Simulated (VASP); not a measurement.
# NaCl3 (Pm-3n) in VASP: notebook, part 2 of 2

VASP 6.6.1. The steps go on from the part before.

### 3 Relaxation of cell and atoms, PBEsol, target pressure 60 GPa, at which the enthalpy is minimised

This run uses another cell than the first one, of 11.90 Å³/atom.

Input file INCAR:

```
  PREC = Accurate
  ENCUT = 600
  EDIFF = 1E-6
  ISMEAR = -1
  SIGMA = 0.1
  LREAL = F
  LASPH = T
  NELM = 100
  ALGO = Normal
  ISIF = 3
  LWAVE = F
  LCHARG = F
  GGA = PS
  IBRION = 2
  NSW = 80
  EDIFFG = -0.002
  PSTRESS = 600.0
```

Input file KPOINTS:

```
Automatic mesh
0
Gamma
  8 8 8
```

Input file POSCAR:

```
NaCl3
1.0
    4.5661040899      0.0000000000      0.0000000000
    0.0000000000      4.5661040899      0.0000000000
    0.0000000000      0.0000000000      4.5661040899
Na Cl
2 6
Direct
    0.5000000000      0.5000000000      0.5000000000
    0.0000000000      0.0000000000      0.0000000000
    0.5000000000      0.0000000000      0.7500000000
    0.0000000000      0.2500000000      0.5000000000
    0.7500000000      0.5000000000      0.0000000000
    0.5000000000      0.0000000000      0.2500000000
    0.0000000000      0.7500000000      0.5000000000
    0.2500000000      0.5000000000      0.0000000000
```

Potentials or basis: VASP PAW PBE potentials, release 64 (Na_pv, Cl).

Started as:

```sh
cat potpaw_PBE.64/Na_pv/POTCAR potpaw_PBE.64/Cl/POTCAR > POTCAR
mpirun -np 1 vasp_std > vasp.out
```

OUTCAR:

```text
PREC = Accurate
   ENCUT = 600
   EDIFF = 1E-6
   ISMEAR = -1
   LREAL = F
   LASPH = T
   NELM = 100
   ISIF = 3
   GGA = PS
   IBRION = 2
   NSW = 80
   EDIFFG = -0.002
   PSTRESS = 600.0

 ion  position               nearest neighbor table
   1  0.500  0.500  0.500-   3 2.55   4 2.55   5 2.55   6 2.55   7 2.55   8 2.55   5 2.55   8 2.55
                             3 2.55   6 2.55   4 2.55   7 2.55
   2  0.000  0.000  0.000-   3 2.55   4 2.55   5 2.55   6 2.55   7 2.55   8 2.55   4 2.55   7 2.55
                             5 2.55   8 2.55   3 2.55   6 2.55
   3  0.500  0.000  0.750-   6 2.28   6 2.28   1 2.55   2 2.55   1 2.55   2 2.55
   4  0.000  0.250  0.500-   7 2.28   7 2.28   1 2.55   2 2.55   2 2.55   1 2.55
   5  0.750  0.500  0.000-   8 2.28   8 2.28   1 2.55   1 2.55   2 2.55   2 2.55
   6  0.500  0.000  0.250-   3 2.28   3 2.28   1 2.55   2 2.55   1 2.55   2 2.55
   7  0.000  0.750  0.500-   4 2.28   4 2.28   1 2.55   2 2.55   2 2.55   1 2.55
   8  0.250  0.500  0.000-   5 2.28   5 2.28   1 2.55   1 2.55   2 2.55   2 2.55

  LATTYP: Found a simple cubic cell.
 ALAT       =     4.5661040899

  Lattice vectors:

 A1 = (   4.5661040899,   0.0000000000,   0.0000000000)
 A2 = (   0.0000000000,   4.5661040899,   0.0000000000)
 A3 = (   0.0000000000,   0.0000000000,   4.5661040899)

Analysis of symmetry for initial positions (statically):
=====================================================================
 Subroutine PRICEL returns:
 Original cell was already a primitive cell.

 Routine SETGRP: Setting up the symmetry group for a
 simple cubic supercell.

 Subroutine GETGRP returns: Found 48 space group operations
 (whereof 24 operations were pure point group operations)
 out of a pool of 48 trial point group operations.

The static configuration has the point symmetry T_h .
 The point group associated with its full space group is O_h .

Analysis of symmetry for dynamics (positions and initial velocities):
=====================================================================
 Subroutine PRICEL returns:
[... 147 lines left out ...]
   GGA     = PS    functional components
   LHFCALC =     F    Hartree Fock is set to
   AEXX    =    0.0000 exact exchange contribution
   IVDW    =     0    specifies the selected vdW correction
   LEPSILON=     F    determine dielectric tensor
   LRPA    =     F    only Hartree local field effects (RPA)
 conjugate gradient relaxation of ions
 non-spin polarized calculation
  energy-cutoff  :      600.00
  volume of cell :       95.20
 maximum number of plane-waves:      3196
   NGX = 19   NGY = 19   NGZ = 19

--------------------------------------- Ionic step        1  -------------------------------------------

 number of electron      55.9999993 magnetization

 Free energy of the ion-electron system (eV)
  ---------------------------------------------------
  ext. energy  EPLUGINS =         0.00000000
  ---------------------------------------------------
  free energy    TOTEN  =       -12.83273981 eV

  energy without entropy =      -12.77541926  energy(sigma->0) =      -12.80407954

------------------------ aborting loop because EDIFF is reached ----------------------------------------

  FORCE on cell =-STRESS in cart. coord.  units (eV):
  Direction    XX          YY          ZZ          XY          YZ          ZX
  --------------------------------------------------------------------------------------
  -------------------------------------------------------------------------------------
  Total       35.3739512     35.3739512     35.3739512     -0.0000000      0.0000000     -0.0000000
  in kB      595.3285797    595.3285797    595.3285797     -0.0000000      0.0000000     -0.0000000
  external PRESSURE =      -4.6714203 kB  Pullay stress =     600.0000000 kB
[... 75 lines left out ...]
--------------------------------------- Ionic step        3  -------------------------------------------

 number of electron      55.9999989 magnetization

 Free energy of the ion-electron system (eV)
  ---------------------------------------------------
  ext. energy  EPLUGINS =         0.00000000
  ---------------------------------------------------
  free energy    TOTEN  =       -12.76758483 eV

  energy without entropy =      -12.71041420  energy(sigma->0) =      -12.73899952

 E-fermi :   8.1891     XC(G=0): -12.1256

 val. band max:        8.1463361881   @ k =   0.5000   0.3750   0.1250
 cond. band min:       8.2090352580   @ k =   0.5000   0.5000   0.1250
 fundamental gap:      0.0626990699
 Fermi energy:         8.1891181820

 k-point     1 :       0.0000    0.0000    0.0000
  band No.  band energies     occupation
      1     -14.1546      2.00000
      2     -14.1546      2.00000
      3     -14.1546      2.00000
      4     -14.1061      2.00000
      5     -14.1061      2.00000
      6     -14.1061      2.00000
[... 853 lines left out ...]
     32      15.6157      0.00000
     33      16.8367      0.00000

 [... further k-points ...]

------------------------ aborting loop because EDIFF is reached ----------------------------------------

  FORCE on cell =-STRESS in cart. coord.  units (eV):
  Direction    XX          YY          ZZ          XY          YZ          ZX
  --------------------------------------------------------------------------------------
  -------------------------------------------------------------------------------------
  Total       35.5862110     35.5862110     35.5862110      0.0000000      0.0000000     -0.0000000
  in kB      600.0015972    600.0015972    600.0015972      0.0000000      0.0000000     -0.0000000
  external PRESSURE =       0.0015972 kB  Pullay stress =     600.0000000 kB
[... 27 lines left out ...]
  energy  without entropy=      -12.7104142014  energy(sigma->0) =      -12.73899952

  enthalpy is  TOTEN    =        22.8185314337 eV   P V=       35.5861162687

 reached required accuracy - stopping structural energy minimisation
```

OSZICAR:

```text
N       E                     dE             d eps       ncg     rms          rms(c)
DAV:   1     0.718764262636E+03    0.71876E+03   -0.29942E+04  2342   0.213E+03
DAV:   2     0.981619576477E+02   -0.62060E+03   -0.60528E+03  2470   0.543E+02
DAV:   3    -0.872455378952E+01   -0.10689E+03   -0.10368E+03  2869   0.182E+02
DAV:   4    -0.132359997103E+02   -0.45114E+01   -0.44649E+01  2682   0.414E+01
[... 20 lines left out ...]
DAV:   2    -0.127681300629E+02    0.18063E-02   -0.31061E-03  2889   0.434E-01    0.147E-01
DAV:   3    -0.127676176266E+02    0.51244E-03   -0.13467E-03  2887   0.243E-01    0.105E-01
DAV:   4    -0.127676054659E+02    0.12161E-04   -0.30528E-05  2882   0.346E-02    0.983E-02
DAV:   5    -0.127675854021E+02    0.20064E-04   -0.32245E-06  2487   0.196E-02    0.756E-03
DAV:   6    -0.127675848350E+02    0.56706E-06   -0.10659E-06  1458   0.930E-03
   3 F= 0.22818531E+02 E0= 0.22847117E+02  d E =-.252029E-03
```

It took 2.4 min on 1 thread of Intel Xeon Platinum 8488C (Sapphire Rapids), shared host; peak memory 0.26 GiB.

Results:

```yaml
Free_energy: -12.7676 eV
Relaxed_volume: 11.88 Å³/atom
Relaxed_cell: a = 4.563 Å, b = 4.563 Å, c = 4.563 Å, α = 90.00°, β = 90.00°, γ = 90.00°
Space_group_after_relaxing_to_0.1_Å: Pm-3n (No. 223)
Energy_change_on_relaxing_the_run_minimises_the_enthalpy: +8.1 meV/atom
Ionic_steps: 3
Pressure_after_relaxing: 60.0 GPa
Band_gap_on_the_k_mesh: zero (bands 28 and 29 overlap by 5.36 eV)
```

The path:
```
step  energy change (eV)  largest force (eV/Å)  pressure (GPa)  volume (Å³)
   1              0.0000                0.0000           59.53        95.20
   2              0.1792                0.0000           60.82        94.72
   3              0.0652                0.0000           60.00        95.03
```

Final structure:
```
Na Cl
1.0
     4.56331    0.00000    0.00000
     0.00000    4.56331    0.00000
     0.00000    0.00000    4.56331
Na Cl
2 6
Direct
  0.50000 0.50000 0.50000
  0.00000 0.00000 0.00000
  0.50000 0.00000 0.75000
  0.00000 0.25000 0.50000
  0.75000 0.50000 0.00000
  0.50000 0.00000 0.25000
  0.00000 0.75000 0.50000
  0.25000 0.50000 0.00000
```

Levels at points of the mesh, in eV from the Fermi level:
```
           k point  band 26  band 27  band 28  band 29  band 30  band 31
(0.00, 0.00, 0.00)    -0.82    -0.82     3.79     3.79     3.79     6.83
(0.50, 0.00, 0.00)    -1.85    -0.22    -0.22     3.72     3.72     5.80
(0.50, 0.50, 0.00)    -1.23    -0.19    -0.19     0.24     3.70     7.33
(0.50, 0.50, 0.50)    -2.15    -1.57    -1.57    -1.57    -1.57     9.01
```

Caveat: the cell is relaxed towards a set pressure, so the run minimises the enthalpy, not the energy; the PAW data sets were made with another functional, which shifts forces and pressure a little.

The gap in the log of VASP goes by the Fermi energy; the results here count the filled bands.